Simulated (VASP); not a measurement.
**SnO2 (rutile type): relaxation of shape and atoms at fixed volume with PBEsol**

The system is SnO2 (rutile type).

```xyz
6
Lattice="4.4270 0.0000 0.0000 0.0000 4.4270 0.0000 0.0000 0.0000 2.9818" Properties=species:S:1:pos:R:3 pbc="T T T"
Sn    0.0000    0.0000    0.0000
Sn    2.2135    2.2135    1.4909
O     1.3559    1.3559    0.0000
O     3.0712    3.0712    0.0000
O     3.5694    0.8576    1.4909
O     0.8576    3.5694    1.4909
```

```yaml
Program: VASP 6.6.1
Task: relaxation of shape and atoms at fixed volume
Functional: PBEsol
Potentials_or_basis: VASP PAW PBE potentials, release 64 (Sn_d, O)
Cutoff: 600 eV
k_mesh: 8 × 8 × 11
Occupations: fermi-dirac, width 0.1 eV
Spin: no spin polarisation
Dipole_correction: no
Further_INCAR_settings: ALGO = Normal; EDIFF = 1e-07; IBRION = 2; EDIFFG = -0.005; NSW = 50; ISIF = 4
```

```
Energy gained by relaxing : 23.6 meV/atom
Ionic steps               : 8
Pressure after relaxing   : 73.0 GPa
Band gap on the k mesh    : 3.65 eV
```

The path:
```
step  energy change (eV)  largest force (eV/Å)  pressure (GPa)  volume (Å³)
   1              0.0000                1.0643           76.61        58.44
   2              0.1318                2.5458           73.79        58.44
   3             -0.1119                0.3507           74.16        58.44
   4             -0.1370                0.1172           73.50        58.44
   5             -0.1416                0.0513           73.02        58.44
   6             -0.1417                0.0429           73.05        58.44
   7             -0.1415                0.0733           72.91        58.44
   8             -0.1418                0.0010           72.99        58.44
```

Final structure:
```cif
data_structure
_symmetry_space_group_name_H-M 'P 1'
_symmetry_Int_Tables_number 1
_cell_length_a 4.3487
_cell_length_b 4.3487
_cell_length_c 3.0902
_cell_angle_alpha 90.000
_cell_angle_beta 90.000
_cell_angle_gamma 90.000
_cell_volume 58.44
loop_
_atom_site_label
_atom_site_type_symbol
_atom_site_fract_x
_atom_site_fract_y
_atom_site_fract_z
_atom_site_occupancy
Sn1 Sn 0.00000 0.00000 0.00000 1
Sn2 Sn 0.50000 0.50000 0.50000 1
O1 O 0.30613 0.30613 0.00000 1
O2 O 0.69387 0.69387 0.00000 1
O3 O 0.80613 0.19387 0.50000 1
O4 O 0.19387 0.80613 0.50000 1
```

Levels at points of the mesh, in eV from the valence-band top:
| k point | band 24 | band 25 | band 26 | band 27 | band 28 | band 29 |
| --- | --- | --- | --- | --- | --- | --- |
| (0.00, 0.00, 0.00) | -0.88 | -0.88 | 0.00 | 3.65 | 6.88 | 6.88 |
| (0.50, 0.00, 0.00) | -1.14 | -0.64 | -0.64 | 6.69 | 6.69 | 7.77 |
| (0.50, 0.50, 0.00) | -1.27 | -0.94 | -0.94 | 7.07 | 7.07 | 8.76 |

Run time: 5.4 min on 1 thread of Intel(R) Xeon(R) 6975P-C (Granite Rapids), on a shared host, peak memory 0.29 GiB.

Caveat: the PAW data sets were made with another functional, which shifts forces and pressure a little; spin-orbit coupling is left out, which moves the levels of the heavy elements; an odd mesh through Γ misses points on the zone boundary, where band edges can lie.
